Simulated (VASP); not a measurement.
# PbS (R3m) in VASP: relaxation of cell and atoms with r2SCAN

Aim: the relaxation of cell and atoms of PbS with r2SCAN.

All numbers are computed with VASP 6.6.1; they aren't measurements. Logs are shortened: lines on timing, memory, paths and dates and some standing lists are left out, and cuts for length are marked.

### Step 1. The cell of the first run

Symmetry: R3m, No. 160, trigonal system. The conventional cell has a = 4.225 Å, b = 4.225 Å, c = 10.356 Å, α = 90.00°, β = 90.00°, γ = 120.00°. Within 3.9 Å of Pb (site symmetry 3m) lie 6 S at 2.96 to 3.02 Å. Within 3.9 Å of S (site symmetry 3m) lie 6 Pb at 2.96 to 3.02 Å.

### Step 2. Relaxation of cell and atoms, r2SCAN

POSCAR reads:

```
PbS
1.0
    2.1126620000      1.2197460000      3.4519160000
   -2.1126620000      1.2197460000      3.4519160000
    0.0000000000     -2.4394920000      3.4519160000
Pb S
1 1
Direct
    0.9805660000      0.9805660000      0.9805660000
    0.4750360000      0.4750360000      0.4750360000
```

INCAR.step1 reads:

```
SYSTEM = PbS
PREC = Accurate ; ENCUT = 550
ISMEAR = 0 ; SIGMA = 0.02
LREAL = .FALSE. ; LASPH = .TRUE.
NELM = 120 ; GGA = PE
ALGO = Normal ; EDIFF = 1E-5
LWAVE = .TRUE. ; LCHARG = .FALSE.
GGA_COMPAT = .FALSE. ; IBRION = 2
ISIF = 3 ; EDIFFG = -0.005
NELMIN = 4 ; NSW = 100
```

INCAR.step2 reads:

```
SYSTEM = PbS
PREC = Accurate ; ENCUT = 550
EDIFF = 1E-7 ; ISMEAR = 0
SIGMA = 0.02 ; LREAL = .FALSE.
LASPH = .TRUE. ; NELM = 120
ALGO = Normal ; ISIF = 3
LWAVE = .FALSE. ; LCHARG = .FALSE.
METAGGA = R2SCAN ; LMIXTAU = .TRUE.
IBRION = 2 ; NSW = 70
EDIFFG = -0.02 ; ISTART = 1
GGA_COMPAT = .FALSE. ; NELMIN = 4
```

KPOINTS reads:

```
regular mesh
0
G
  12 12 12
  0 0 0
```

Potentials or basis: VASP PAW PBE potentials, release 64 (Pb_d, S).

Launch:

```bash
> cat potpaw_PBE.64/Pb_d/POTCAR potpaw_PBE.64/S/POTCAR > POTCAR
> cp INCAR.step1 INCAR
> mpirun -np 1 vasp_std > vasp.out
> cp INCAR.step2 INCAR
> mpirun -np 1 vasp_std > vasp.out
```

OUTCAR:

```text
SYSTEM = PbS
   PREC = Accurate
   ENCUT = 550
   EDIFF = 1E-7
   ISMEAR = 0
   LREAL = .FALSE.
   LASPH = .TRUE.
   NELM = 120
   ISIF = 3
   METAGGA = R2SCAN
   IBRION = 2
   NSW = 70
   EDIFFG = -0.02
   ISTART = 1
   NELMIN = 4

 ion  position               nearest neighbor table
   1  0.981  0.981  0.981-   2 2.96   2 2.96   2 2.96   2 3.02   2 3.02   2 3.02
   2  0.475  0.475  0.475-   1 2.96   1 2.96   1 2.96   1 3.02   1 3.02   1 3.02

  LATTYP: Found a trigonal (rhomboedric) cell.
 ALAT       =     4.2269191028
 COS(alpha) =     0.5003772834

  Lattice vectors:

 A1 = (   2.1126620000,   1.2197460000,   3.4519160000)
 A2 = (  -2.1126620000,   1.2197460000,   3.4519160000)
 A3 = (   0.0000000000,  -2.4394920000,   3.4519160000)

Analysis of symmetry for initial positions (statically):
=====================================================================
 Subroutine PRICEL returns:
 Original cell was already a primitive cell.

 Routine SETGRP: Setting up the symmetry group for a
 trigonal (rhombohedral) supercell.

 Subroutine GETGRP returns: Found  6 space group operations
 (whereof  6 operations were pure point group operations)
 out of a pool of 12 trial point group operations.

The static configuration has the point symmetry C_3v.

Analysis of symmetry for dynamics (positions and initial velocities):
=====================================================================
 Subroutine PRICEL returns:
 Original cell was already a primitive cell.

 Routine SETGRP: Setting up the symmetry group for a
 trigonal (rhombohedral) supercell.

 Subroutine GETGRP returns: Found  6 space group operations
 (whereof  6 operations were pure point group operations)
 out of a pool of 12 trial point group operations.

The dynamic configuration has the point symmetry C_3v.

 Subroutine INISYM returns: Found  6 space group operations
 (whereof  6 operations are pure point group operations),
 and found     1 'primitive' translations

----------------------------------------------------------------------------------------

                                     Primitive cell

  volume of cell :      53.3717

  direct lattice vectors                    reciprocal lattice vectors
     2.112662000  1.219746000  3.451916000     0.236668241  0.136640470  0.096564729
    -2.112662000  1.219746000  3.451916000    -0.236668241  0.136640470  0.096564729
     0.000000000 -2.439492000  3.451916000     0.000000000 -0.273280940  0.096564729

  length of vectors
     4.226919103  4.226919103  4.226919125     0.289839993  0.289839993  0.289839989

  position of ions in fractional coordinates (direct lattice)
     0.980566000  0.980566000  0.980566000
     0.475036000  0.475036000  0.475036000

  ion indices of the primitive-cell ions
   primitive index   ion index
                 1           1
                 2           2

----------------------------------------------------------------------------------------

 KPOINTS: regular mesh

Automatic generation of k-mesh.
 Grid dimensions read from file:
 generate k-points for:   12   12   12

 Generating k-lattice:

  Cartesian coordinates                     Fractional coordinates (reciprocal lattice)
     0.019722353  0.011386706  0.008047061     0.083333333  0.000000000  0.000000000
    -0.019722353  0.011386706  0.008047061     0.000000000  0.083333333  0.000000000
     0.000000000 -0.022773412  0.008047061     0.000000000  0.000000000  0.083333333

  Length of vectors
     0.024153333  0.024153333  0.024153332

  Shift w.r.t. Gamma in fractional coordinates (k-lattice)
     0.000000000  0.000000000  0.000000000

 Subroutine IBZKPT returns following result:
 ===========================================

 Found    189 irreducible k-points:

 Following reciprocal coordinates:
            Coordinates               Weight
  0.000000  0.000000  0.000000      1.000000
  0.083333  0.000000  0.000000      6.000000
  0.166667 -0.000000 -0.000000      6.000000
  0.250000 -0.000000  0.000000      6.000000
  0.333333 -0.000000 -0.000000      6.000000
  0.416667  0.000000  0.000000      6.000000
[... 16 lines left out ...]
  0.500000  0.166667 -0.000000     12.000000
 -0.416667  0.166667 -0.000000     12.000000
 [... further k-points ...]
   k-points           NKPTS =    189   k-points in BZ     NKDIM =    189   number of bands    NBANDS=     14
   number of dos      NEDOS =    301   number of ions     NIONS =      2
   total plane-waves  NPLWV =  32768
   dimension x,y,z NGX =    32 NGY =   32 NGZ =   32
   dimension x,y,z NGXF=    64 NGYF=   64 NGZF=   64
   ions per type =               1   1
   NGX,Y,Z   is equivalent  to a cutoff of  12.59, 12.59, 12.59 a.u.
   NGXF,Y,Z  is equivalent  to a cutoff of  25.17, 25.17, 25.17 a.u.
 SYSTEM =  PbS
   PREC   = accura    normal or accurate (medium, high low for compatibility)
   ISTART =      1    job   : 0-new  1-cont  2-samecut
   ICHARG =      0    charge: 1-file 2-atom 10-const
   ISPIN  =      1    spin polarized calculation?
   LNONCOLLINEAR =      F non collinear calculations
   LSORBIT =      F    spin-orbit coupling
   LASPH  =      T    aspherical Exc in radial PAW
   ENCUT  =  550.0 eV  40.42 Ry    6.36 a.u.   8.08  8.08  8.08*2*pi/ulx,y,z
   NELM   =    120;   NELMIN=  4; NELMDL=  0     # of ELM steps
   EDIFF  = 0.1E-06   stopping-criterion for ELM
   LREAL  =      F    real-space projection
   EDIFFG = -.2E-01   stopping-criterion for IOM
   NSW    =     70    number of steps for IOM
   IBRION =      2    ionic relax: 0-MD 1-quasi-New 2-CG
   NFREE  =      1    steps in history (QN), initial steepest desc. (CG)
   ISIF   =      3    stress and relaxation
   ISYM   =      2    0-nonsym 1-usesym 2-fastsym
   POTIM  = 0.5000    time-step for ionic-motion
   TEBEG  =    0.0;   TEEND  =   0.0 temperature during run
   PSTRESS=    0.0 pullay stress
   NELECT =      20.0000    total number of electrons
   NUPDOWN=      -1.0000    fix difference up-down
   EMIN   =  10.00;   EMAX   =-10.00  energy-range for DOS
   EFERMI =   0.00;   METHOD = LEGACY
   ISMEAR =     0;   SIGMA  =   0.02  broadening in eV -4-tet -1-fermi 0-gaus
   EFERMI_NEDOS =   21; number of points for ismear=-14 and -15
   IALGO  =     38    algorithm
   IMIX   =      4    mixing-type and parameters
     AMIX     =   0.40;   BMIX     =  1.00
     AMIX_MAG =   1.60;   BMIX_MAG =  1.00
  volume/ion in A,a.u.               =      26.69       180.08
  Fermi-wavevector in a.u.,A,eV,Ry     =   1.180270  2.230386 18.953408  1.393036
  Thomas-Fermi vector in A             =   2.316565
   LORBIT       =      0    0 simple, 1 ext, 2 COOP (PROOUT), +10 PAW based schemes
   METAGGA = R2SCAN    functional components
   LHFCALC =     F    Hartree Fock is set to
   AEXX    =    0.0000 exact exchange contribution
   IVDW    =     0    specifies the selected vdW correction
   LEPSILON=     F    determine dielectric tensor
   LRPA    =     F    only Hartree local field effects (RPA)
 conjugate gradient relaxation of ions
 non-spin polarized calculation
 Gauss-broadening in eV      SIGMA  =   0.02
  energy-cutoff  :      550.00
  volume of cell :       53.37
 maximum number of plane-waves:      1588
   NGX = 17   NGY = 17   NGZ = 17

 number of electron      20.0000002 magnetization

 Free energy of the ion-electron system (eV)
  ---------------------------------------------------
  ext. energy  EPLUGINS =         0.00000000
  ---------------------------------------------------
  free energy    TOTEN  =       -65.61149784 eV

  energy without entropy =      -65.61149784  energy(sigma->0) =      -65.61149784

 E-fermi :   5.4962     XC(G=0): -10.1395

 val. band max:        5.3760367096   @ k =   0.5000  -0.0000   0.0000
 cond. band min:       6.0937219199   @ k =   0.5000  -0.0000   0.0000
 fundamental gap:      0.7176852102
 Fermi energy:         5.4961799680

 k-point     1 :       0.0000    0.0000    0.0000
  band No.  band energies     occupation
      1     -12.0121      2.00000
      2     -12.0117      2.00000
      3     -12.0117      2.00000
      4     -11.9956      2.00000
      5     -11.9956      2.00000
      6      -8.6066      2.00000
      7      -0.7439      2.00000
      8       3.1859      2.00000
      9       3.1859      2.00000
     10       3.1905      2.00000
     11      10.8548      0.00000
     12      10.8817      0.00000
     13      10.8817      0.00000
     14      12.6077      0.00000

 k-point     2 :       0.0833    0.0000    0.0000
  band No.  band energies     occupation
      1     -12.0115      2.00000
      2     -12.0104      2.00000
      3     -12.0100      2.00000
      4     -11.9966      2.00000
      5     -11.9965      2.00000
      6      -8.5477      2.00000
      7      -0.9640      2.00000
      8       3.2043      2.00000
      9       3.2077      2.00000
     10       3.3587      2.00000
     11      10.2174      0.00000
     12      10.4910      0.00000
     13      10.4949      0.00000
     14      12.5454      0.00000

 k-point     3 :       0.1667   -0.0000   -0.0000
  band No.  band energies     occupation
      1     -12.0109      2.00000
      2     -12.0095      2.00000
      3     -12.0094      2.00000
      4     -11.9952      2.00000
      5     -11.9950      2.00000
      6      -8.3768      2.00000
      7      -1.5122      2.00000
      8       3.2585      2.00000
      9       3.2619      2.00000
     10       3.7657      2.00000
     11       9.0961      0.00000
     12       9.7052      0.00000
     13       9.7059      0.00000
     14      12.4940      0.00000
[... 324 lines left out ...]
 k-point    23 :       0.5000    0.1667   -0.0000
  band No.  band energies     occupation
      1     -12.0547      2.00000
      2     -12.0141      2.00000
      3     -12.0050      2.00000
      4     -11.9799      2.00000
      5     -11.9653      2.00000
      6      -7.3139      2.00000
      7      -3.2598      2.00000
      8       2.4335      2.00000
      9       3.0160      2.00000
     10       4.0064      2.00000
     11       7.4741      0.00000
     12       8.6005      0.00000
     13       9.1648      0.00000
     14      13.1298      0.00000

 k-point    24 :      -0.4167    0.1667   -0.0000
  band No.  band energies     occupation
      1     -12.0501      2.00000
      2     -12.0175      2.00000
      3     -12.0017      2.00000
      4     -11.9787      2.00000
      5     -11.9691      2.00000
      6      -7.2814      2.00000
      7      -3.3382      2.00000
      8       2.2050      2.00000
      9       3.2517      2.00000
     10       4.3362      2.00000
     11       7.1523      0.00000
     12       8.1929      0.00000
     13       9.3608      0.00000
     14      14.0416      0.00000

 [... further k-points ...]

------------------------ aborting loop because EDIFF is reached ----------------------------------------

  FORCE on cell =-STRESS in cart. coord.  units (eV):
  Direction    XX          YY          ZZ          XY          YZ          ZX
  --------------------------------------------------------------------------------------
  -------------------------------------------------------------------------------------
  Total       -0.0089723     -0.0089723     -0.0009642      0.0000000     -0.0000000      0.0000000
  in kB       -0.2693419     -0.2693419     -0.0289456      0.0000000     -0.0000000      0.0000000
  external PRESSURE =      -0.1892098 kB  Pullay stress =       0.0000000 kB

 VOLUME and BASIS-vectors are now :
 -----------------------------------------------------------------------------
  energy-cutoff  :      550.00
  volume of cell :       53.37
      direct lattice vectors                 reciprocal lattice vectors
     2.112662000  1.219746000  3.451916000     0.236668241  0.136640470  0.096564729
    -2.112662000  1.219746000  3.451916000    -0.236668241  0.136640470  0.096564729
     0.000000000 -2.439492000  3.451916000     0.000000000 -0.273280940  0.096564729

 POSITION                                       TOTAL-FORCE (eV/Angst)
 -----------------------------------------------------------------------------------
      0.00000      0.00000     10.15449         0.000000      0.000000     -0.013523
      0.00000      0.00000      4.91935         0.000000      0.000000      0.013523
 -----------------------------------------------------------------------------------
    total drift:                               -0.000000     -0.000000     -0.000663

  FREE ENERGIE OF THE ION-ELECTRON SYSTEM (eV)
  ---------------------------------------------------
  free  energy   TOTEN  =       -65.6114978433 eV

  energy  without entropy=      -65.6114978433  energy(sigma->0) =      -65.61149784

 reached required accuracy - stopping structural energy minimisation
```

Wall time 22 min (1 thread of Oxide Virtual Turin-like, shared host); peak memory 0.28 GiB.

What came out:

```
Free energy                  : -65.6115 eV
Pressure after relaxing      : 0.0 GPa
Largest force after relaxing : 0.014 eV/Å
Band gap on the k mesh       : 0.72 eV
```

Forces on the atoms (eV/Å):
```
Pb   0.000  0.000 -0.014
S    0.000  0.000  0.014
```

Final structure:
```
CELL_PARAMETERS angstrom
2.11266 1.21975 3.45192
-2.11266 1.21975 3.45192
0.00000 -2.43949 3.45192
ATOMIC_POSITIONS crystal
Pb 0.98057 0.98057 0.98057
S 0.47504 0.47504 0.47504
```

Caveat: the relaxation stopped at its first step, so nothing moved; the PAW data sets were made with another functional, which shifts forces and pressure a little; spin-orbit coupling is left out, which moves the levels of the heavy elements. A k mesh can miss the band edges.
